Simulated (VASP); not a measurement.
Runs of VASP 6.6.1 on ZnSiP2. The structure is that of space group I-42d (No. 122), or close to it. The cells are those of the table. 

```tsv
cell	gap on the mesh (eV)	pressure (GPa)	largest force (eV/Å)
a = 6.287 Å, angles 130.9, 130.9, 72.0°, 8 atoms	1.01	8.6	0.37
a = 6.633 Å, angles 130.9, 130.9, 72.0°, 8 atoms	(a)	(b)	0.02
a = 6.465 Å, angles 130.9, 130.9, 72.0°, 8 atoms	1.19	-0.6	0.14
a = 6.550 Å, angles 130.9, 130.9, 72.0°, 8 atoms	1.27	-3.8	0.06
a = 6.195 Å, angles 130.9, 130.9, 72.0°, 8 atoms	0.91	14.9	0.51
```

Alike in all rows: task single point; level PBEsol; potentials or basis VASP PAW PBE potentials, release 64 (Zn, Si, P); no spin polarisation; k mesh 5 × 5 × 5; cutoff (eV) 500; smearing fermi-dirac 0.05 eV.

**Question.** Estimate the missing entries.

**Answer.** (a) 1.34; (b) -6.5.

Caveats: the PAW data sets were made with another functional, which shifts forces and pressure a little; the cell stands under pressure (at least some runs); the cell stands under tension (at least some runs).

A k mesh can miss the band edges.
